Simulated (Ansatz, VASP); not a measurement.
## SnSe in VASP and in Ansatz

Contents of INCAR:

```
PREC = Accurate
ENCUT = 500
EDIFF = 1E-6
ISMEAR = -1
SIGMA = 0.02
LREAL = F
LASPH = T
NELM = 120
ALGO = Normal
ISIF = 2
LWAVE = F
LCHARG = F
GGA = PE
NBANDS = 17
GGA_COMPAT = F
```

Contents of KPOINTS:

```
regular mesh
0
Gamma
  3 3 3
```

POSCAR

```
SnSe
1.0
    0.0000000000      3.3639842963      3.3639842963
    3.3639842963      0.0000000000      3.3639842963
    3.3639842963      3.3639842963      0.0000000000
Sn Se
1 1
Direct
    0.0000000000      0.0000000000      0.0000000000
    0.2500000000      0.2500000000      0.2500000000
```

Input for Ansatz:

```yaml
crystal:
  lattice:
    - [0.0, 3.3639842963, 3.3639842963]
    - [3.3639842963, 0.0, 3.3639842963]
    - [3.3639842963, 3.3639842963, 0.0]
  atoms:
    - { symbol: Sn, position: [0.0, 0.0, 0.0] }
    - { symbol: Se, position: [0.25, 0.25, 0.25] }
kpoints:
  mp_grid: { grid: [3, 3, 3] }
hamiltonian:
  xc: pbe
scf:
  occupations: { method: fermi_dirac, width: 0.02 }
  n_extra_bands: 4
output:
  forces: true
  stress: true
  eigenvalues: true
```

Alike in both runs: task single point; functional PBE; k mesh 3 × 3 × 3; occupations fermi-dirac, width 0.02 eV; no spin polarisation.

|  | VASP | Ansatz |
| --- | --- | --- |
| version | VASP 6.6.1 | Ansatz 0.2.0 |
| potentials or method | VASP PAW PBE potentials, release 64 (Sn_d, Se) | plane waves |
| plane-wave cutoff (eV) | 500 | 420 |
| valence electrons in the cell | 20 | 30 |

|  | VASP | Ansatz | Ansatz less VASP |
| --- | --- | --- | --- |
| gap on the k mesh at the Fermi level (eV) | 0.82 | 0.82 | +0.001 |
| pressure (GPa) | -0.1 | -0.1 | 0.00 |

VASP's potentials hold 20 valence electrons a cell and Ansatz's 30, so a difference there can come from the potentials and not from the codes.

The k mesh is coarse, so the values compare programs but aren't converged.
